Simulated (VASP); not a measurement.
Write the native input for VASP 6.6.1 that does the following.

| Item | Value |
| --- | --- |
| Task | single point |
| Functional | r2SCAN |
| Potentials or basis | VASP PAW PBE potentials, release 64 (K_sv, Cl) |
| Cutoff | 550 eV |
| k mesh | 7 × 7 × 7 |
| Occupations | fermi-dirac, width 0.05 eV |
| Spin | no spin polarisation |
| Dipole correction | no |
| Further INCAR settings | ALGO = Normal; EDIFF = 1e-06; NBANDS = 15 |

KCl:

```
K Cl
1.0
     3.78731    0.00000    0.00000
     0.00000    3.78731    0.00000
     0.00000    0.00000    3.78731
K Cl
1 1
Direct
  0.00000 0.00000 0.00000
  0.50000 0.50000 0.50000
```

One way to write it, as run:

POSCAR

```
KCl
1.0
    3.7873086124      0.0000000000      0.0000000000
    0.0000000000      3.7873086124      0.0000000000
    0.0000000000      0.0000000000      3.7873086124
K Cl
1 1
Direct
    0.0000000000      0.0000000000      0.0000000000
    0.5000000000      0.5000000000      0.5000000000
```

INCAR.step1

```
PREC = Accurate
ENCUT = 550
ISMEAR = -1
SIGMA = 0.05
LREAL = F
LASPH = T
NELM = 120
NBANDS = 15
GGA = PE
ALGO = Normal
EDIFF = 1E-5
LWAVE = T
LCHARG = F
GGA_COMPAT = F
```

INCAR.step2

```
PREC = Accurate
ENCUT = 550
EDIFF = 1E-6
ISMEAR = -1
SIGMA = 0.05
LREAL = F
LASPH = T
NELM = 120
ALGO = Normal
ISIF = 2
LWAVE = F
LCHARG = F
METAGGA = R2SCAN
LMIXTAU = T
NBANDS = 15
ISTART = 1
GGA_COMPAT = F
```

KPOINTS

```
Automatic mesh
0
Gamma
  7 7 7
```

Potentials or basis: VASP PAW PBE potentials, release 64 (K_sv, Cl).

The run is started by

```console
$ cat potpaw_PBE.64/K_sv/POTCAR potpaw_PBE.64/Cl/POTCAR > POTCAR
$ cp INCAR.step1 INCAR
$ mpirun -np 1 vasp_std > vasp.out
$ cp INCAR.step2 INCAR
$ mpirun -np 1 vasp_std > vasp.out
```

It gave:

| Item | Value |
| --- | --- |
| Pressure | -0.3 GPa |
| Band gap on the k mesh | 5.77 eV, indirect (least direct gap 5.96 eV) |

Caveat: the PAW data sets were made with another functional, which shifts forces and pressure a little.

Wall time 47 s on 1 thread of Intel(R) Xeon(R) 6975P-C (Granite Rapids), with other jobs on the host, peak memory 0.17 GiB.
